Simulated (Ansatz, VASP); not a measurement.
**Two plane-wave programs on Al2O**

```
Al O
1.0
     3.41222    0.00000    0.00000
     0.00000    3.41222    0.00000
     0.00000    0.00000    9.32608
Al O
4 2
Cartesian
  0.0000 0.0000 2.3315
  0.0000 0.0000 6.9946
  0.0000 1.7061 4.6630
  1.7061 0.0000 0.0000
  1.7061 1.7061 0.0000
  1.7061 1.7061 4.6630
```

Alike in both runs: functional PBE; k mesh 6 × 6 × 2; occupations gaussian, width 0.1 eV; no spin polarisation.

Ansatz relaxed the structure, and its values are those at the end. VASP's run is a single point on that final structure, the one shown.

|  | VASP | Ansatz |
| --- | --- | --- |
| version | VASP 6.6.1 | Ansatz 0.2.0 |
| potentials or method | VASP PAW PBE potentials, release 64 (Al, O), cutoff 520 eV | scalar-relativistic, plane waves, PAW |
| valence electrons in the cell | 24 | 24 |

VASP gave:

* gap on the k mesh at the Fermi level (eV): none
* pressure (GPa): 0.2

Problem. What did Ansatz give for the same quantities?

Solution. gap on the k mesh at the Fermi level (eV): none; pressure (GPa): 0.1.

A gap of «none» marks a metal or a gap that the smearing closes. The functional is the same, so the differences come from potentials, cutoffs and numerics.
